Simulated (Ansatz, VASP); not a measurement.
## Os in VASP and in Ansatz

```
Os
1.0
     0.00000    1.95146    1.95146
     1.95146    0.00000    1.95146
     1.95146    1.95146    0.00000
Os
1
Cartesian
  0.0000 0.0000 0.0000
```

Change from the starting cell: volume scaled by 1.01.

Alike in both runs: task single point; functional PBEsol; k mesh 14 × 14 × 14; occupations fermi-dirac, width 0.05 eV; no spin polarisation.

|  | VASP | Ansatz |
| --- | --- | --- |
| version | VASP 6.6.1 | Ansatz 0.2.0 |
| potentials or method | VASP PAW PBE potentials, release 64 (Os), cutoff 600 eV | all-electron LAPW, scalar-relativistic |

|  | VASP | Ansatz | Ansatz less VASP |
| --- | --- | --- | --- |
| pressure (GPa) | -23.1 | -23.1 | 0.00 |

VASP's potentials were made for PBE, not for PBEsol. Ansatz ran all-electron here, and VASP with PAW potentials.

Spin-orbit coupling is off throughout.
